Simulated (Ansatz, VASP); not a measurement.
One calculation of LiNO3, two programs

The input INCAR:

```
  ALGO = Normal
  EDIFF = 1E-6
  EDIFFG = -0.005
  ENCUT = 600
  IBRION = 2
  ISIF = 3
  ISMEAR = 0
  LASPH = T
  LCHARG = F
  LREAL = F
  LWAVE = F
  NELM = 60
  NSW = 100
  PREC = Accurate
  SIGMA = 0.02
```

KPOINTS

```
k-points
0
Gamma
  6 6 6
```

File POSCAR:

```
LiNO3
1.0
    2.2955599163      1.3253421356      4.7738397685
   -2.2955599163      1.3253421356      4.7738397685
    0.0000000000     -2.6506842712      4.7738397685
Li N O
2 2 6
Direct
    0.0000000000      0.0000000000      0.0000000000
    0.5000000000      0.5000000000      0.5000000000
    0.2500000000      0.2500000000      0.2500000000
    0.7500000000      0.7500000000      0.7500000000
    0.5208839801      0.9791160199      0.2500000000
    0.2500000000      0.5208839801      0.9791160199
    0.9791160199      0.2500000000      0.5208839801
    0.4791160199      0.0208839801      0.7500000000
    0.7500000000      0.4791160199      0.0208839801
    0.0208839801      0.7500000000      0.4791160199
```

Input for Ansatz:

```yaml
crystal:
  lattice:
    - [2.2955599163, 1.3253421356, 4.7738397685]
    - [-2.2955599163, 1.3253421356, 4.7738397685]
    - [0.0, -2.6506842712, 4.7738397685]
  atoms:
    - { symbol: Li, position: [0.0, 0.0, 0.0] }
    - { symbol: Li, position: [0.5, 0.5, 0.5] }
    - { symbol: "N", position: [0.25, 0.25, 0.25] }
    - { symbol: "N", position: [0.75, 0.75, 0.75] }
    - { symbol: O, position: [0.5208839801, 0.9791160199, 0.25] }
    - { symbol: O, position: [0.25, 0.5208839801, 0.9791160199] }
    - { symbol: O, position: [0.9791160199, 0.25, 0.5208839801] }
    - { symbol: O, position: [0.4791160199, 0.0208839801, 0.75] }
    - { symbol: O, position: [0.75, 0.4791160199, 0.0208839801] }
    - { symbol: O, position: [0.0208839801, 0.75, 0.4791160199] }
basis:
  ecutwfc: 420
kpoints:
  mp_grid: { grid: [6, 6, 6] }
hamiltonian:
  xc: lda
scf:
  occupations: { method: gaussian, width: 0.02 }
output:
  forces: true
  stress: true
  eigenvalues: true
relax:
  adjacent_minimum: "off"
  f_tol: 0.005
  max_steps: 80
  cell: { stress_tol: 0.05 }
```

Alike in both runs: task relaxation of cell and atoms; functional LDA; k mesh 6 × 6 × 6; occupations gaussian, width 0.02 eV; no spin polarisation.

|  | VASP | Ansatz |
| --- | --- | --- |
| version | VASP 6.6.1 | Ansatz 0.2.0 |
| potentials or method | VASP PAW LDA potentials, release 64 (Li_sv, N, O), cutoff 600 eV | scalar-relativistic, plane waves, PAW |
| valence electrons in the cell | 52 | 52 |

```csv
,VASP,Ansatz,Ansatz less VASP
"gap on the k mesh at the Fermi level, each at its own relaxed structure (eV)",3.04,3.13,+0.091
relaxed volume (Å³/atom),8.65,8.71,+0.057
relaxed cell length with the largest relative difference (Å),5.441,5.459,+0.0179
```

LDA's correlation is that of Perdew and Zunger in VASP and of Perdew and Wang (1992) in Ansatz.

Noted on VASP's run: the cutoff is short for stress, so the pressure is rough; the standard files for N, O and F lose accuracy on very short bonds.
